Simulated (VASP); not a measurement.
Cr: relaxation of cell and atoms with PBE

Crystal: Cr.

```
Cr
1.0
     0.00000    1.81380    1.81380
     1.81380    0.00000    1.81380
     1.81380    1.81380    0.00000
Cr
1
Direct
  0.00000 0.00000 0.00000
```

This isn't the form of Cr at room conditions, which is bcc.

```json
{
  "Program": "VASP 6.6.1",
  "Task": "relaxation of cell and atoms",
  "Functional": "PBE",
  "Potentials or basis": "VASP PAW PBE potentials, release 64 (Cr_pv)",
  "Cutoff": "600 eV",
  "k mesh": "26 × 26 × 26",
  "Occupations": "gaussian, width 0.1 eV",
  "Spin": "no spin polarisation",
  "Dipole correction": "no",
  "Further INCAR settings": "ALGO = Normal; EDIFF = 1e-06; IBRION = 2; EDIFFG = -0.01; NSW = 100; ISIF = 3"
}
```

```yaml
Relaxed_volume: 11.85 Å³/atom
Relaxed_cell: a = 2.559 Å, b = 2.559 Å, c = 2.559 Å, α = 60.00°, β = 60.00°, γ = 60.00°
Space_group_after_relaxing_to_0.1_Å: Fm-3m (No. 225)
Energy_gained_by_relaxing: 0.4 meV/atom
Ionic_steps: 3
Pressure_after_relaxing: 0.1 GPa
Band_gap_on_the_k_mesh: zero (bands 6 and 7 overlap by 2.93 eV)
```

The path:
```tsv
step	energy change (eV)	largest force (eV/Å)	pressure (GPa)	volume (Å³)
1	0.0000	0.0000	-1.57	11.93
2	0.0005	0.0000	2.50	11.73
3	-0.0004	0.0000	0.10	11.85
```

Final structure:
```cif
data_structure
_symmetry_space_group_name_H-M 'P 1'
_symmetry_Int_Tables_number 1
_cell_length_a 2.5594
_cell_length_b 2.5594
_cell_length_c 2.5594
_cell_angle_alpha 60.000
_cell_angle_beta 60.000
_cell_angle_gamma 60.000
_cell_volume 11.85
loop_
_atom_site_label
_atom_site_type_symbol
_atom_site_fract_x
_atom_site_fract_y
_atom_site_fract_z
_atom_site_occupancy
Cr1 Cr 0.00000 0.00000 0.00000 1
```

Levels at points of the mesh, in eV from the Fermi level:
```
           k point  band 3  band 4  band 5  band 6  band 7  band 8  band 9  band 10
(0.00, 0.00, 0.00)  -42.36   -7.50   -0.42   -0.42   -0.42    1.34    1.34     7.53
(0.50, 0.00, 0.00)  -42.47   -3.90   -0.54   -0.54    0.84    2.54    2.54     7.52
(0.50, 0.50, 0.00)  -42.66   -4.11   -3.27    2.51    2.85    2.85    3.72     7.53
```

Run time: 2.7 min on 1 thread of Intel Xeon 8259CL, on a shared host, peak memory 0.2 GiB.

Caveat: the run has no spin polarisation, though such a crystal can be magnetic. Spin polarisation is off, so any magnetic state and its effect on volume and gap are missing.
